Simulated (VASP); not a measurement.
GaBAs2: single point with r2SCAN

GaBAs2:

```
B As Ga
1.0
     3.58683    0.00000    0.00000
     0.00000    3.58683    0.00000
     0.00000    0.00000    5.24544
B As Ga
1 2 1
Direct
  0.00000 0.00000 0.00000
  0.00000 0.50000 0.21397
  0.50000 0.00000 0.78603
  0.50000 0.50000 0.50000
```

- Program: VASP 6.6.1
- Task: single point
- Functional: r2SCAN
- Potentials or basis: VASP PAW PBE potentials, release 64 (B, As, Ga_d)
- Cutoff: 520 eV
- k mesh: 6 × 6 × 4
- Occupations: gaussian, width 0.01 eV
- Spin: no spin polarisation

| Property | Result |
| --- | --- |
| Pressure | 7.2 GPa |
| Largest force | 0.104 eV/Å |
| Band gap on the k mesh | 0.69 eV (least direct gap 0.84 eV) |

Forces on the atoms (eV/Å):
```
B    0.000  0.000  0.000
As   0.000  0.000 -0.104
As   0.000  0.000  0.104
Ga   0.000  0.000  0.000
```

Stress tensor (GPa, compression positive):
```
7.03 0.00 0.00
0.00 7.03 0.00
0.00 0.00 7.50
```

Levels at points of the mesh, in eV from the valence-band top:
| k point | band 9 | band 10 | band 11 | band 12 | band 13 | band 14 | band 15 | band 16 | band 17 | band 18 |
| --- | --- | --- | --- | --- | --- | --- | --- | --- | --- | --- |
| (0.00, 0.00, 0.00) | -4.35 | -4.35 | -0.58 | 0.00 | 0.00 | 0.84 | 1.02 | 3.02 | 3.24 | 3.24 |
| (0.50, 0.00, 0.00) | -6.62 | -5.56 | -4.67 | -3.10 | -1.11 | 2.14 | 4.12 | 5.08 | 5.40 | 5.62 |
| (0.50, 0.50, 0.00) | -7.99 | -4.60 | -4.21 | -4.21 | -3.69 | 0.69 | 1.08 | 1.08 | 1.67 | 9.79 |
| (0.00, 0.00, 0.50) | -4.87 | -3.84 | -3.84 | -1.61 | -1.61 | 0.97 | 1.54 | 3.98 | 4.65 | 6.20 |
| (0.50, 0.00, 0.50) | -8.65 | -3.05 | -2.15 | -2.13 | -0.93 | 1.10 | 1.92 | 3.62 | 4.59 | 4.95 |
| (0.50, 0.50, 0.50) | -7.40 | -5.48 | -5.23 | -5.05 | -5.05 | 4.88 | 4.91 | 4.91 | 5.48 | 5.68 |

Run time: 3.6 min on 1 thread of Intel Xeon 8259CL (shared host), peak memory 0.2 GiB.

Caveat: the cell stands under pressure; semilocal functionals underestimate gaps, and a narrow one can read as zero; the PAW data sets were made with another functional, which shifts forces and pressure a little. A k mesh can miss the band edges.
